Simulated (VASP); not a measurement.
# W (Fm-3m) in VASP: notebook, part 2 of 2

VASP 6.6.1. The steps go on from the part before.

**5. Single point, PBE-based screened hybrid**

This run uses another cell than the first one, of 16.26 Å³/atom, 0.972 times its volume.

Input file POSCAR:

```
W
1.0
    0.0000000000      2.0108142155      2.0108142155
    2.0108142155      0.0000000000      2.0108142155
    2.0108142155      2.0108142155      0.0000000000
W
1
Direct
    0.0000000000      0.0000000000      0.0000000000
```

Input file INCAR.step1:

```
SYSTEM = W
  ALGO = Normal
  EDIFF = 1E-5
  ENCUT = 520
  GGA = PE
  ISIF = 2
  ISMEAR = -1
  LASPH = .TRUE.
  LCHARG = .FALSE.
  LREAL = .FALSE.
  LWAVE = .TRUE.
  NBANDS = 13
  NELM = 60
  PREC = Accurate
  SIGMA = 0.05
```

Input file INCAR.step2:

```
SYSTEM = W
  AEXX = 0.25
  ALGO = Normal
  EDIFF = 1E-7
  ENCUT = 520
  GGA = PE
  HFSCREEN = 0.3
  ISIF = 2
  ISMEAR = -1
  ISTART = 1
  LASPH = .TRUE.
  LCHARG = .FALSE.
  LHFCALC = .TRUE.
  LREAL = .FALSE.
  LWAVE = .FALSE.
  NBANDS = 13
  NELM = 60
  PREC = Accurate
  PRECFOCK = Normal
  SIGMA = 0.05
```

Input file KPOINTS:

```
k-points
0
G
  6 6 6
  0 0 0
```

Potentials or basis: VASP PAW PBE potentials, release 64 (W_sv).

Launch:

```sh
$ cat potpaw_PBE.64/W_sv/POTCAR > POTCAR
$ cp INCAR.step1 INCAR
$ mpirun -np 1 vasp_std > vasp.out
$ cp INCAR.step2 INCAR
$ mpirun -np 1 vasp_std > vasp.out
```

OUTCAR:

```text
SYSTEM = W
   AEXX = 0.25
   EDIFF = 1E-7
   ENCUT = 520
   GGA = PE
   HFSCREEN = 0.3
   ISIF = 2
   ISMEAR = -1
   ISTART = 1
   LASPH = .TRUE.
   LHFCALC = .TRUE.
   LREAL = .FALSE.
   NELM = 60
   PREC = Accurate
   PRECFOCK = Normal

 ion  position               nearest neighbor table
   1  0.000  0.000  0.000-

  LATTYP: Found a face centered cubic cell.
 ALAT       =     4.0216284310

  Lattice vectors:

 A1 = (   0.0000000000,   2.0108142155,   2.0108142155)
 A2 = (   2.0108142155,   0.0000000000,   2.0108142155)
 A3 = (   2.0108142155,   2.0108142155,   0.0000000000)

Analysis of symmetry for initial positions (statically):
=====================================================================
 Subroutine PRICEL returns:
 Original cell was already a primitive cell.

 Routine SETGRP: Setting up the symmetry group for a
 face centered cubic supercell.

 Subroutine GETGRP returns: Found 48 space group operations
[... 166 lines left out ...]
 fundamental gap:      0.0615478876
 Fermi energy:        10.6202825909

 k-point     1 :       0.0000    0.0000    0.0000
  band No.  band energies     occupation
      1     -67.1955      2.00000
      2     -29.2563      2.00000
      3     -29.2563      2.00000
      4     -29.2563      2.00000
      5       0.3676      2.00000
      6       9.8173      2.00000
      7       9.8173      2.00000
      8       9.8173      2.00000
      9      13.5992      0.00000
     10      13.5992      0.00000
     11      23.9097      0.00000
     12      29.5026      0.00000
     13      29.5026      0.00000
[... 226 lines left out ...]
  band No.  band energies     occupation
      1     -67.0196      2.00000
      2     -30.3346      2.00000
      3     -29.9352      2.00000
      4     -29.7513      2.00000
      5       5.6244      2.00000
      6       6.4892      2.00000
      7       9.9472      2.00000
      8      13.2360      0.00000
      9      16.8643      0.00000
     10      20.3805      0.00000
     11      21.7723      0.00000
     12      22.8168      0.00000
     13      26.7909      0.00000

------------------------ aborting loop because EDIFF is reached ----------------------------------------

  FORCE on cell =-STRESS in cart. coord.  units (eV):
  Direction    XX          YY          ZZ          XY          YZ          ZX
  --------------------------------------------------------------------------------------
  -------------------------------------------------------------------------------------
  Total       -0.0443228     -0.0443228     -0.0443228      0.0000000      0.0000000     -0.0000000
  in kB       -4.3670909     -4.3670909     -4.3670909      0.0000000      0.0000000     -0.0000000
  external PRESSURE =      -4.3670909 kB  Pullay stress =       0.0000000 kB

 VOLUME and BASIS-vectors are now :
 -----------------------------------------------------------------------------
  energy-cutoff  :      520.00
  volume of cell :       16.26
      direct lattice vectors                 reciprocal lattice vectors
     0.000000000  2.010814215  2.010814215    -0.248655493  0.248655493  0.248655493
     2.010814215  0.000000000  2.010814215     0.248655493 -0.248655493  0.248655493
     2.010814215  2.010814215  0.000000000     0.248655493  0.248655493 -0.248655493

 POSITION                                       TOTAL-FORCE (eV/Angst)
 -----------------------------------------------------------------------------------
      0.00000      0.00000      0.00000         0.000000     -0.000000      0.000000
 -----------------------------------------------------------------------------------
    total drift:                               -0.000000     -0.000000     -0.000000

  FREE ENERGIE OF THE ION-ELECTRON SYSTEM (eV)
  ---------------------------------------------------
  free  energy   TOTEN  =       -13.9264252049 eV

  energy  without entropy=      -13.9165058350  energy(sigma->0) =      -13.92146552
```

OUTCAR.step1:

```text
SYSTEM = W
   EDIFF = 1E-5
   ENCUT = 520
   GGA = PE
   ISIF = 2
   ISMEAR = -1
   LASPH = .TRUE.
[... 460 lines left out ...]

 POSITION                                       TOTAL-FORCE (eV/Angst)
 -----------------------------------------------------------------------------------
      0.00000      0.00000      0.00000         0.000000      0.000000      0.000000
 -----------------------------------------------------------------------------------
    total drift:                               -0.000000      0.000000      0.000000

  FREE ENERGIE OF THE ION-ELECTRON SYSTEM (eV)
  ---------------------------------------------------
  free  energy   TOTEN  =       -12.4182907152 eV

  energy  without entropy=      -12.3979272255  energy(sigma->0) =      -12.40810897
```

It took 8.2 min on 1 thread of Intel Xeon Platinum 8559C (Emerald Rapids), shared host; peak memory 0.24 GiB.

What came out:

| Property | Result |
| --- | --- |
| Free energy | -13.9264 eV |
| Pressure | -0.4 GPa |
| Band gap on the k mesh | zero (band 7 reaches 13.50 eV, above the bottom of band 8 at 9.82 eV) |

Caveat: the k points lie up to 0.45 Å⁻¹ apart; the PAW data sets were made with another functional, which shifts forces and pressure a little; spin-orbit coupling is left out, which moves the levels of the heavy elements.

**6. Single point, HF**

This run uses another cell than the first one, of 16.66 Å³/atom, 0.996 times its volume.

Input file POSCAR:

```
W
1.0
    0.0000000000      2.0269697580      2.0269697580
    2.0269697580      0.0000000000      2.0269697580
    2.0269697580      2.0269697580      0.0000000000
W
1
Direct
    0.0000000000      0.0000000000      0.0000000000
```

Input file INCAR.step1:

```
  ALGO = Normal
  EDIFF = 1E-5
  ENCUT = 520
  GGA = PE
  ISIF = 2
  ISMEAR = -1
  LASPH = T
  LREAL = F
  LWAVE = T
  NBANDS = 13
  NELM = 80
  PREC = Accurate
  SIGMA = 0.05
```

Input file INCAR.step2:

```
  AEXX = 1.0
  AGGAC = 0.0
  ALDAC = 0.0
  ALGO = Normal
  EDIFF = 1E-7
  ENCUT = 520
  GGA = PE
  ISIF = 2
  ISMEAR = -1
  ISTART = 1
  LASPH = T
  LCHARG = T
  LELF = T
  LHFCALC = T
  LREAL = F
  LVHAR = T
  LWAVE = F
  NBANDS = 13
  NELM = 80
  PREC = Accurate
  PRECFOCK = Normal
  SIGMA = 0.05
```

Input file KPOINTS:

```
k-points
0
Gamma
  6 6 6
```

Potentials or basis: VASP PAW PBE potentials, release 64 (W_sv).

Launch:

```sh
$ cat potpaw_PBE.64/W_sv/POTCAR > POTCAR
$ cp INCAR.step1 INCAR
$ mpirun -np 1 vasp_std > vasp.out
$ cp INCAR.step2 INCAR
$ mpirun -np 1 vasp_std > vasp.out
```

It took 32 min on 1 thread of Intel Xeon Platinum 8559C (Emerald Rapids), shared host; peak memory 0.15 GiB.

It converged, with:

```
Free energy            : -22.2894 eV
Pressure               : -2.2 GPa
Band gap on the k mesh : zero (band 7 reaches 14.43 eV, above the bottom of band 8 at 9.18 eV)
```

Levels at points of the mesh, in eV from the Fermi level:
```
           k point  band 4  band 5  band 6  band 7  band 8  band 9  band 10  band 11
(0.00, 0.00, 0.00)  -49.12  -15.68   -2.31   -2.14   -2.00    7.36     7.54    17.27
(0.50, 0.00, 0.00)  -49.34  -10.77   -2.73   -1.64   -0.77    9.84     9.85    15.91
(0.50, 0.50, 0.00)  -49.68   -9.74   -9.30    3.26   10.09   10.26    10.63    16.91
```

Caveat: the k points lie up to 0.45 Å⁻¹ apart; the PAW data sets were made with another functional, which shifts forces and pressure a little; spin-orbit coupling is left out, which moves the levels of the heavy elements.

**7. Overview**

```csv
level,spin,cell,k mesh,smearing,grid for exact exchange (PRECFOCK),share of exact exchange,screening parameter,gap on the mesh (eV),pressure (GPa)
PBEsol,"non-collinear, zero start, SOC","a = 2.871 Å, angles 60.0°, 1 atom",8 × 8 × 8,fermi-dirac 0.05 eV,-,-,-,-,-10.9
PBE+D3(BJ),off,"a = 2.871 Å, angles 60.0°, 1 atom",11 × 11 × 11,gaussian 0.05 eV,-,-,-,none,-11.0
r2SCAN50,off,"a = 2.871 Å, angles 60.0°, 1 atom",6 × 6 × 6,fermi-dirac 0.05 eV,Normal,-,-,none,-18.0
PBE-based screened hybrid,off,"a = 2.844 Å, angles 60.0°, 1 atom",6 × 6 × 6,fermi-dirac 0.05 eV,Normal,0.25,0.3 1/Å,none,-0.4
HF,off,"a = 2.867 Å, angles 60.0°, 1 atom",6 × 6 × 6,fermi-dirac 0.05 eV,Normal,-,-,none,-2.2
```

Alike in all rows: task single point; potentials or basis VASP PAW PBE potentials, release 64 (W_sv); cutoff (eV) 520.

Caveats: some runs use coarse meshes; the PAW data sets were made with another functional, which shifts forces and pressure a little (some runs); spin-orbit coupling is left out, which moves the levels of the heavy elements (some runs); pairwise dispersion overbinds metals, which lowers pressure and volume (some runs).

Absolute energies hang on the potentials; compare differences alone.
